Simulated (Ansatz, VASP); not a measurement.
**GaN: VASP beside Ansatz**

```
Ga N
1.0
     0.00000    1.99912    1.99912
     1.99912    0.00000    1.99912
     1.99912    1.99912    0.00000
Ga N
1 1
Direct
  0.50000 0.50000 0.50000
  0.00000 0.00000 0.00000
```

Change from the starting cell: volume scaled by 1.01, crystal datasets.

Alike in both runs: task electric field gradients; functional PBEsol; k mesh 10 × 10 × 10; occupations fermi-dirac, width 0.02 eV; no spin polarisation.

|  | VASP | Ansatz |
| --- | --- | --- |
| version | VASP 6.6.1 | Ansatz 0.2.0 |
| potentials or method | VASP PAW PBE potentials, release 64 (Ga_d, N), cutoff 520 eV | all-electron PAW with datasets made for the crystal, scalar-relativistic |

Ansatz gave:

- gap on the k mesh at the Fermi level (eV): 1.67
- pressure (GPa): 54.2

Question: Which values does VASP return?

Answer: gap on the k mesh at the Fermi level (eV): 1.65; pressure (GPa): 54.8.

VASP's potentials were made for PBE, not for PBEsol. Both programs put the cell under a high pressure, so it lies far from rest at this level. Ansatz ran all-electron here, and VASP with PAW potentials.
